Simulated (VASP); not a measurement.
Input of a VASP 6.6.1 run:

Contents of INCAR:

```
PREC     = Accurate       # precision mode
ENCUT    = 520            # plane-wave cutoff, eV
EDIFF    = 1E-6           # SCF threshold, eV
ISMEAR   = 0              # smearing method
SIGMA    = 0.1            # smearing width, eV
LREAL    = F              # projectors in reciprocal space
LASPH    = T              # aspherical terms in the spheres
NELM     = 80             # most SCF steps
ALGO     = Normal         # electronic algorithm
ISIF     = 2              # what is computed and relaxed
LWAVE    = F              # write WAVECAR
LCHARG   = T              # write CHGCAR
GGA      = PE             # functional
LELF     = T              # ELF
LVHAR    = T            
NBANDS   = 21             # bands
```

File KPOINTS:

```
Automatic mesh
0
Gamma
  4 4 4
```

Contents of POSCAR:

```
YTeAu
1.0
    4.1821074720      0.0000000000      0.0000000000
    0.0000000000      4.1821074720      0.0000000000
    0.0000000000      0.0000000000      5.8324183304
Y Te Au
1 1 1
Direct
    0.5000000000      0.5000000000      0.5000000000
    0.5000000000      0.5000000000      0.0000000000
    0.0000000000      0.0000000000      0.5000000000
```

Potentials or basis: VASP PAW PBE potentials, release 64 (Y_sv, Te, Au).

Launch:

```bash
$ cat potpaw_PBE.64/Y_sv/POTCAR potpaw_PBE.64/Te/POTCAR potpaw_PBE.64/Au/POTCAR > POTCAR
$ mpirun -np 1 vasp_std > vasp.out
```

(1) Predict the pressure.

(2) Estimate the band gap on the k mesh.

Results:

(1) 0.0 GPa.

(2) zero (band 14 reaches 3.50 eV, above the bottom of band 15 at 3.15 eV).

Caveat: the k points lie up to 0.38 Å⁻¹ apart; spin-orbit coupling is left out, which moves the levels of the heavy elements.
